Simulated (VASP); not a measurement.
MoS2, 3 atoms in the cell. The structure is trigonal, space group R3m (No. 160). The conventional cell has a = 3.106 Å, b = 3.106 Å, c = 18.137 Å, α = 90.00°, β = 90.00°, γ = 120.00°. Mo (site symmetry 3m) has 6 S at 2.35 Å and 6 Mo at 3.11 Å within 3.2 Å. S (site symmetry 3m) has 3 Mo at 2.35 Å and 7 S at 3.03 to 3.11 Å within 3.2 Å. S (site symmetry 3m) has 3 Mo at 2.35 Å and 7 S at 3.03 to 3.11 Å within 3.2 Å. 

| Quantity | Value |
| --- | --- |
| Program | VASP 6.6.1 |
| Task | single point |
| Functional | PBEsol |
| Potentials or basis | VASP PAW PBE potentials, release 64 (Mo_sv, S) |
| Cutoff | 520 eV |
| k mesh | 11 × 11 × 11 |
| Occupations | methfessel-paxton, width 0.1 eV |
| Spin | no spin polarisation |
| Dipole correction | no |
| Further INCAR settings | ALGO = Normal; EDIFF = 1e-06; NBANDS = 20 |

Potentials or basis: VASP PAW PBE potentials, release 64 (Mo_sv, S).

Launch:

```console
$ cat potpaw_PBE.64/Mo_sv/POTCAR potpaw_PBE.64/S/POTCAR > POTCAR
$ mpirun -np 1 vasp_std > vasp.out
```

Hardware: 1 thread of Intel Xeon 8259CL, with other jobs on the host.

**Question.** Estimate the wall time of this run.

**Answer.** It took 13 min on 1 thread of Intel Xeon 8259CL, with other jobs on the host, peak memory 0.4 GiB. Counts: scf iterations 14, k points 146.
